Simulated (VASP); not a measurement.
# Si2As2O (P6/mmm) in VASP: a series of runs

The runs below take Si2As2O through single point, relaxation of cell and atoms, with PBE.

Everything below comes from runs of VASP 6.6.1. Logs are shortened: lines on timing, memory, paths and dates and some standing lists are left out, and cuts for length are marked.

## Step 1: The cell of the first run

The structure is hexagonal, space group P6/mmm (No. 191). Conventional cell: a = 4.333 Å, b = 4.333 Å, c = 5.197 Å, α = 90.00°, β = 90.00°, γ = 120.00°. Si (site symmetry -6m2) has 3 Si at 2.50 Å and 3 O at 2.50 Å and 2 As at 2.60 Å within 3.3 Å. As (site symmetry -6m2) has 3 As at 2.50 Å and 2 Si at 2.60 Å within 3.3 Å. O (site symmetry 6/mmm) has 6 Si at 2.50 Å within 3.3 Å.

The cell was built from a structure type or drawn by symmetry, and may not be a known phase.

## Step 2: Single point, PBE

The input, INCAR:

```
SYSTEM = Si2As2O
  PREC = Accurate
  ENCUT = 520
  EDIFF = 1E-7
  ISMEAR = 0
  SIGMA = 0.1
  LREAL = .False.
  LASPH = .True.
  NELM = 60
  ALGO = Normal
  ISIF = 2
  LWAVE = .False.
  LCHARG = .False.
  GGA = PE
  NBANDS = 20
```

The input, KPOINTS:

```
Automatic mesh
0
Gamma
  12 12 8
  0 0 0
```

The input, POSCAR:

```
Si2As2O
1.0
    4.3327316763      0.0000000000      0.0000000000
   -2.1663658382      3.7522556994      0.0000000000
    0.0000000000      0.0000000000      5.1973912846
Si As O
2 2 1
Direct
    0.3333333333      0.6666666667      0.5000000000
    0.6666666667      0.3333333333      0.5000000000
    0.3333333333      0.6666666667      0.0000000000
    0.6666666667      0.3333333333      0.0000000000
    0.0000000000      0.0000000000      0.5000000000
```

Potentials or basis: VASP PAW PBE potentials, release 64 (Si, As, O).

The run is started by

```console
> cat potpaw_PBE.64/Si/POTCAR potpaw_PBE.64/As/POTCAR potpaw_PBE.64/O/POTCAR > POTCAR
> mpirun -np 1 vasp_std > vasp.out
```

OUTCAR:

```text
SYSTEM = Si2As2O
   PREC = Accurate
   ENCUT = 520
   EDIFF = 1E-7
   ISMEAR = 0
   LREAL = .False.
   LASPH = .True.
   NELM = 60
   ISIF = 2
   GGA = PE

 ion  position               nearest neighbor table
   1  0.333  0.667  0.500-   2 2.50   2 2.50   5 2.50   5 2.50   5 2.50   2 2.50   3 2.60   3 2.60

   2  0.667  0.333  0.500-   1 2.50   1 2.50   5 2.50   5 2.50   5 2.50   1 2.50   4 2.60   4 2.60

   3  0.333  0.667  0.000-   4 2.50   4 2.50   4 2.50   1 2.60   1 2.60
   4  0.667  0.333  0.000-   3 2.50   3 2.50   3 2.50   2 2.60   2 2.60
   5  0.000  0.000  0.500-   1 2.50   2 2.50   1 2.50   2 2.50   2 2.50   1 2.50

  LATTYP: Found a hexagonal cell.
 ALAT       =     4.3327316763
 C/A-ratio  =     1.1995645410

  Lattice vectors:

 A1 = (   4.3327316763,   0.0000000000,   0.0000000000)
 A2 = (  -2.1663658382,   3.7522556994,   0.0000000000)
 A3 = (   0.0000000000,   0.0000000000,   5.1973912846)

Analysis of symmetry for initial positions (statically):
=====================================================================
 Subroutine PRICEL returns:
 Original cell was already a primitive cell.

 Routine SETGRP: Setting up the symmetry group for a
 hexagonal supercell.

 Subroutine GETGRP returns: Found 24 space group operations
 (whereof 24 operations were pure point group operations)
 out of a pool of 24 trial point group operations.

The static configuration has the point symmetry D_6h.

Analysis of symmetry for dynamics (positions and initial velocities):
=====================================================================
 Subroutine PRICEL returns:
 Original cell was already a primitive cell.

 Routine SETGRP: Setting up the symmetry group for a
 hexagonal supercell.

 Subroutine GETGRP returns: Found 24 space group operations
 (whereof 24 operations were pure point group operations)
 out of a pool of 24 trial point group operations.

The dynamic configuration has the point symmetry D_6h.

 Subroutine INISYM returns: Found 24 space group operations
 (whereof 24 operations are pure point group operations),
 and found     1 'primitive' translations

----------------------------------------------------------------------------------------

                                     Primitive cell

  volume of cell :      84.4967

  direct lattice vectors                    reciprocal lattice vectors
[... 88 lines left out ...]
   LNONCOLLINEAR =      F non collinear calculations
   LSORBIT =      F    spin-orbit coupling
   LASPH  =      T    aspherical Exc in radial PAW
   ENCUT  =  520.0 eV  38.22 Ry    6.18 a.u.   8.06  8.06  9.66*2*pi/ulx,y,z
   NELM   =     60;   NELMIN=  2; NELMDL= -5     # of ELM steps
   EDIFF  = 0.1E-06   stopping-criterion for ELM
   LREAL  =      F    real-space projection
   EDIFFG = 0.1E-05   stopping-criterion for IOM
   NSW    =      0    number of steps for IOM
   IBRION =     -1    ionic relax: 0-MD 1-quasi-New 2-CG
   NFREE  =      0    steps in history (QN), initial steepest desc. (CG)
   ISIF   =      2    stress and relaxation
   ISYM   =      2    0-nonsym 1-usesym 2-fastsym
   POTIM  = 0.5000    time-step for ionic-motion
   TEBEG  =    0.0;   TEEND  =   0.0 temperature during run
   PSTRESS=    0.0 pullay stress
   NELECT =      24.0000    total number of electrons
   NUPDOWN=      -1.0000    fix difference up-down
   EMIN   =  10.00;   EMAX   =-10.00  energy-range for DOS
   EFERMI =   0.00;   METHOD = LEGACY
   ISMEAR =     0;   SIGMA  =   0.10  broadening in eV -4-tet -1-fermi 0-gaus
   EFERMI_NEDOS =   21; number of points for ismear=-14 and -15
   IALGO  =     38    algorithm
   IMIX   =      4    mixing-type and parameters
     AMIX     =   0.40;   BMIX     =  1.00
     AMIX_MAG =   1.60;   BMIX_MAG =  1.00
  volume/ion in A,a.u.               =      16.90       114.04
  Fermi-wavevector in a.u.,A,eV,Ry     =   1.076132  2.033594 15.756351  1.158059
  Thomas-Fermi vector in A             =   2.212007
   LORBIT       =      0    0 simple, 1 ext, 2 COOP (PROOUT), +10 PAW based schemes
   GGA     = PE    functional components
   LHFCALC =     F    Hartree Fock is set to
   AEXX    =    0.0000 exact exchange contribution
   IVDW    =     0    specifies the selected vdW correction
   LEPSILON=     F    determine dielectric tensor
   LRPA    =     F    only Hartree local field effects (RPA)
 non-spin polarized calculation
 Gauss-broadening in eV      SIGMA  =   0.10
  energy-cutoff  :      520.00
  volume of cell :       84.50
 maximum number of plane-waves:      2296
   NGX = 17   NGY = 17   NGZ = 19

 number of electron      24.0000004 magnetization

 Free energy of the ion-electron system (eV)
  ---------------------------------------------------
  ext. energy  EPLUGINS =         0.00000000
  ---------------------------------------------------
  free energy    TOTEN  =       -24.19482955 eV

  energy without entropy =      -24.18239948  energy(sigma->0) =      -24.18861451

 E-fermi :   5.8669     XC(G=0): -10.2227

 val. band max:        5.8635403551   @ k =   0.2500   0.2500   0.2500
 cond. band min:       5.8755479945   @ k =   0.2500   0.2500   0.0000
 fundamental gap:      0.0120076395
 Fermi energy:         5.8669088836

 k-point     1 :       0.0000    0.0000    0.0000
  band No.  band energies     occupation
      1     -11.4893      2.00000
      2      -8.2523      2.00000
      3      -2.0224      2.00000
      4      -1.4420      2.00000
      5      -0.7854      2.00000
      6       1.6139      2.00000
[... 541 lines left out ...]
     19      12.4278      0.00000
     20      12.7290      0.00000

 [... further k-points ...]
[... 5 lines left out ...]
  --------------------------------------------------------------------------------------
  -------------------------------------------------------------------------------------
  Total        0.0707490      0.0707490      0.0624877     -0.0000000      0.0000000      0.0000000
  in kB        1.3415010      1.3415010      1.1848563     -0.0000000      0.0000000      0.0000000
  external PRESSURE =       1.2892861 kB  Pullay stress =       0.0000000 kB

 VOLUME and BASIS-vectors are now :
 -----------------------------------------------------------------------------
  energy-cutoff  :      520.00
  volume of cell :       84.50
      direct lattice vectors                 reciprocal lattice vectors
     4.332731676  0.000000000  0.000000000     0.230801276  0.133253179  0.000000000
    -2.166365838  3.752255699  0.000000000     0.000000000  0.266506358  0.000000000
     0.000000000  0.000000000  5.197391285     0.000000000  0.000000000  0.192404217

 POSITION                                       TOTAL-FORCE (eV/Angst)
 -----------------------------------------------------------------------------------
     -0.00000      2.50150      2.59870        -0.000000     -0.000000     -0.000000
      2.16637      1.25075      2.59870         0.000000      0.000000     -0.000000
     -0.00000      2.50150      0.00000         0.000000      0.000000      0.000000
      2.16637      1.25075      0.00000        -0.000000     -0.000000     -0.000000
      0.00000      0.00000      2.59870         0.000000      0.000000     -0.000000
 -----------------------------------------------------------------------------------
    total drift:                               -0.000000      0.000000     -0.000000

  FREE ENERGIE OF THE ION-ELECTRON SYSTEM (eV)
  ---------------------------------------------------
  free  energy   TOTEN  =       -24.1948295453 eV

  energy  without entropy=      -24.1823994770  energy(sigma->0) =      -24.18861451
```

OSZICAR:

```text
N       E                     dE             d eps       ncg     rms          rms(c)
DAV:   1     0.861164897368E+02    0.86116E+02   -0.10504E+04  3800   0.104E+03
DAV:   2    -0.189262984276E+02   -0.10504E+03   -0.10128E+03  4960   0.179E+02
DAV:   3    -0.260081840992E+02   -0.70819E+01   -0.69682E+01  4752   0.465E+01
DAV:   4    -0.260831207515E+02   -0.74937E-01   -0.74837E-01  4788   0.540E+00
DAV:   5    -0.260838428774E+02   -0.72213E-03   -0.72203E-03  4596   0.531E-01    0.970E+00
DAV:   6    -0.256885943909E+02    0.39525E+00   -0.22491E+01  4636   0.291E+01    0.113E+01
DAV:   7    -0.242167811299E+02    0.14718E+01   -0.11082E+01  4812   0.125E+01    0.292E+00
DAV:   8    -0.241940160003E+02    0.22765E-01   -0.56572E-01  4132   0.417E+00    0.970E-01
DAV:   9    -0.241960976586E+02   -0.20817E-02   -0.42951E-02  4908   0.113E+00    0.459E-01
DAV:  10    -0.241947129074E+02    0.13848E-02   -0.12855E-02  4876   0.549E-01    0.193E-01
DAV:  11    -0.241950864045E+02   -0.37350E-03   -0.13920E-03  4316   0.195E-01    0.124E-01
DAV:  12    -0.241948266161E+02    0.25979E-03   -0.90094E-04  4568   0.153E-01    0.216E-02
DAV:  13    -0.241948270401E+02   -0.42408E-06   -0.66683E-05  4472   0.450E-02    0.608E-03
DAV:  14    -0.241948298027E+02   -0.27626E-05   -0.57281E-06  4508   0.132E-02    0.422E-03
DAV:  15    -0.241948294977E+02    0.30501E-06   -0.13974E-06  4684   0.668E-03    0.850E-04
DAV:  16    -0.241948295453E+02   -0.47585E-07   -0.52873E-08  2796   0.147E-03
   1 F= -.24194830E+02 E0= -.24188615E+02  d E =-.124301E-01
```

stdout:

```text
POSCAR found type information on POSCAR SiAsO
 POSCAR found :  3 types and       5 ions
 scaLAPACK will be used
 LDA part: xc-table for (Slater+PW92), standard interpolation
 POSCAR, INCAR and KPOINTS ok, starting setup
 FFT: planning ... GRIDC
 FFT: planning ... GRID_SOFT
 FFT: planning ... GRID
 WAVECAR not read
 entering main loop
```

Wall time 3.1 min (1 thread of Intel Xeon 8259CL, shared host); peak memory 0.3 GiB.

Results:

```
Free energy            : -24.1948 eV
Pressure               : 0.1 GPa
Band gap on the k mesh : zero (bands 12 and 13 overlap by 2.20 eV)
```

## Step 3: Relaxation of cell and atoms, PBE

This run uses another cell than the first one, of 19.50 Å³/atom.

The input, INCAR:

```
SYSTEM = Si2As2O
PREC = Accurate
ENCUT = 600
EDIFF = 1E-6
ISMEAR = 0
SIGMA = 0.1
LREAL = .False.
LASPH = .True.
NELM = 60
ALGO = Normal
ISIF = 3
LWAVE = .False.
LCHARG = .False.
GGA = PE
IBRION = 2
NSW = 90
EDIFFG = -0.04
```

The input, KPOINTS:

```
Automatic mesh
0
Gamma
  6 6 4
  0 0 0
```

The input, POSCAR:

```
Si2As2O
1.0
    4.2464408400      0.0000000000      0.0000000000
   -2.1232204200      3.6775256500      0.0000000000
    0.0000000000      0.0000000000      6.2441367000
Si As O
2 2 1
Direct
    0.3333333300      0.6666666700      0.5000000000
    0.6666666700      0.3333333300      0.5000000000
    0.3333333300      0.6666666700      0.0000000000
    0.6666666700      0.3333333300      0.0000000000
    0.0000000000      0.0000000000      0.5000000000
```

Potentials or basis: VASP PAW PBE potentials, release 64 (Si, As, O).

The run is started by

```console
> cat potpaw_PBE.64/Si/POTCAR potpaw_PBE.64/As/POTCAR potpaw_PBE.64/O/POTCAR > POTCAR
> mpirun -np 1 vasp_std > vasp.out
```

It took 7.9 min on 1 thread of Intel Xeon 8259CL, shared host; peak memory 0.28 GiB.

The run converged. Its results:

```
Free energy                           : -24.1588 eV
Relaxed volume                        : 17.02 Å³/atom
Relaxed cell                          : a = 4.344 Å, b = 4.344 Å, c = 5.208 Å, α = 90.00°, β = 90.00°, γ = 120.00°
Space group after relaxing (to 0.1 Å) : P6/mmm (No. 191)
Energy gained by relaxing             : 209.3 meV/atom
Ionic steps                           : 10
Pressure after relaxing               : 0.0 GPa
Band gap on the k mesh                : zero (bands 12 and 13 overlap by 2.15 eV)
```

Stress tensor (GPa, compression positive):
```
 0.24  0.00  0.00
 0.00  0.24  0.00
 0.00  0.00 -0.35
```

The path:
| step | energy change (eV) | largest force (eV/Å) | pressure (GPa) | volume (Å³) |
| --- | --- | --- | --- | --- |
| 1 | 0.0000 | 0.0000 | -2.22 | 97.51 |
| 2 | -0.5415 | 0.0000 | -3.75 | 93.52 |
| 3 | 0.4997 | 0.0000 | 10.06 | 79.28 |
| 4 | -0.8794 | 0.0000 | -3.62 | 90.50 |
| 5 | -0.8793 | 0.0000 | 0.09 | 84.74 |
| 6 | -1.0204 | 0.0000 | -2.73 | 88.08 |
| 7 | -1.0272 | 0.0000 | -2.34 | 87.47 |
| 8 | -1.0315 | 0.0000 | 2.20 | 82.91 |
| 9 | -1.0453 | 0.0000 | 0.03 | 85.01 |
| 10 | -1.0467 | 0.0000 | 0.04 | 85.12 |

Final structure:
```
Si As O
1.0
     4.34411    0.00000    0.00000
    -2.17206    3.76211    0.00000
     0.00000    0.00000    5.20806
Si As O
2 2 1
Direct
  0.33333 0.66667 0.50000
  0.66667 0.33333 0.50000
  0.33333 0.66667 0.00000
  0.66667 0.33333 0.00000
  0.00000 0.00000 0.50000
```

Levels at points of the mesh, in eV from the Fermi level:
```tsv
k point	band 9	band 10	band 11	band 12	band 13	band 14	band 15	band 16
(0.00, 0.00, 0.00)	-3.80	-1.26	-0.86	-0.74	-0.74	-0.06	1.51	1.51
(0.50, 0.00, 0.00)	-3.53	-2.14	-1.63	-0.68	1.08	3.35	3.93	4.76
(0.00, 0.00, 0.50)	-3.24	-2.52	-1.92	-1.92	-1.20	0.61	1.24	1.24
(0.50, 0.00, 0.50)	-2.00	-1.00	0.64	0.65	0.74	1.11	2.82	2.86
```

Caveat: a cell axis changed by over 15 % at a fixed basis, so the end point is rough.

## Step 4: Relaxation of cell and atoms, PBE

This run uses another cell than the first one, of 17.01 Å³/atom.

The input, INCAR:

```
SYSTEM = Si2As2O
  PREC = Accurate
  ENCUT = 600
  EDIFF = 1E-6
  ISMEAR = 0
  SIGMA = 0.1
  LREAL = .FALSE.
  LASPH = .TRUE.
  NELM = 80
  ALGO = Normal
  ISIF = 3
  LWAVE = .FALSE.
  LCHARG = .FALSE.
  GGA = PE
  IBRION = 2
  NSW = 100
  EDIFFG = -0.01
```

The input, KPOINTS:

```
Automatic mesh
0
G
  12 12 8
  0 0 0
```

The input, POSCAR:

```
Si2As2O
1.0
    4.3462416963      0.0000000000      0.0000000000
   -2.1731208482      3.7639557200      0.0000000000
    0.0000000000      0.0000000000      5.1997628460
Si As O
2 2 1
Direct
    0.3333333333      0.6666666667      0.5000000000
    0.6666666667      0.3333333333      0.5000000000
    0.3333333333      0.6666666667      0.0000000000
    0.6666666667      0.3333333333      0.0000000000
    0.0000000000      0.0000000000      0.5000000000
```

The run is started by

```console
> cat potpaw_PBE.64/Si/POTCAR potpaw_PBE.64/As/POTCAR potpaw_PBE.64/O/POTCAR > POTCAR
> mpirun -np 1 vasp_std > vasp.out
```

Wall time 6.5 min (1 thread of Intel Xeon 8259CL, shared host); peak memory 0.36 GiB.

Results (log left out):

- Free energy: -24.1963 eV
- Relaxed volume: 16.92 Å³/atom
- Relaxed cell: a = 4.334 Å, b = 4.334 Å, c = 5.199 Å, α = 90.00°, β = 90.00°, γ = 120.00°
- Space group after relaxing (to 0.1 Å): P6/mmm (No. 191)
- Energy gained by relaxing: 0.2 meV/atom
- Ionic steps: 3
- Pressure after relaxing: 0.0 GPa
- Band gap on the k mesh: zero (bands 12 and 13 overlap by 2.20 eV)

Step by step:
```
step  energy change (eV)  largest force (eV/Å)  pressure (GPa)  volume (Å³)
   1              0.0000                0.0000           -0.52        85.06
   2             -0.0009                0.0000            0.23        84.39
   3             -0.0011                0.0000            0.02        84.58
```

Final structure:
```xyz
5
Lattice="4.3343 0.0000 0.0000 -2.1671 3.7536 0.0000 0.0000 0.0000 5.1989" Properties=species:S:1:pos:R:3 pbc="T T T"
Si    0.0000    2.5024    2.5995
Si    2.1671    1.2512    2.5995
As    0.0000    2.5024    0.0000
As    2.1671    1.2512    0.0000
O     0.0000    0.0000    2.5995
```

Levels at points of the mesh, in eV from the Fermi level:
| k point | band 10 | band 11 | band 12 | band 13 | band 14 | band 15 |
| --- | --- | --- | --- | --- | --- | --- |
| (0.00, 0.00, 0.00) | -1.29 | -0.95 | -0.79 | -0.79 | -0.04 | 1.39 |
| (0.50, 0.00, 0.00) | -2.26 | -1.67 | -0.69 | 1.08 | 3.36 | 3.86 |
| (0.00, 0.00, 0.50) | -2.57 | -1.95 | -1.95 | -1.29 | 0.57 | 1.12 |
| (0.50, 0.00, 0.50) | -1.08 | 0.58 | 0.64 | 0.68 | 1.08 | 2.79 |

## Step 5: The runs side by side

| task | cell | k mesh | cutoff (eV) | gap on the mesh (eV) | pressure (GPa) | relaxed volume (Å³/atom) |
| --- | --- | --- | --- | --- | --- | --- |
| single point | a = 4.333, b = 4.333, c = 5.197 Å, angles 90.0, 90.0, 120.0°, 5 atoms | 12 × 12 × 8 | 520 | none | 0.1 | - |
| relaxation of cell and atoms | relaxed from a = 4.246, b = 4.246, c = 6.244 Å, angles 90.0, 90.0, 120.0°, 5 atoms | 6 × 6 × 4 | 600 | none | 0.0 | 17.02 |
| relaxation of cell and atoms | relaxed from a = 4.346, b = 4.346, c = 5.200 Å, angles 90.0, 90.0, 120.0°, 5 atoms | 12 × 12 × 8 | 600 | none | 0.0 | 16.92 |

Alike in all rows: level PBE; potentials or basis VASP PAW PBE potentials, release 64 (Si, As, O); no spin polarisation; smearing gaussian 0.1 eV.

Caveats: a cell axis changed by over 15 % at a fixed basis, so the end point is rough (at least some runs).

Absolute energies hang on the potentials; compare differences alone.
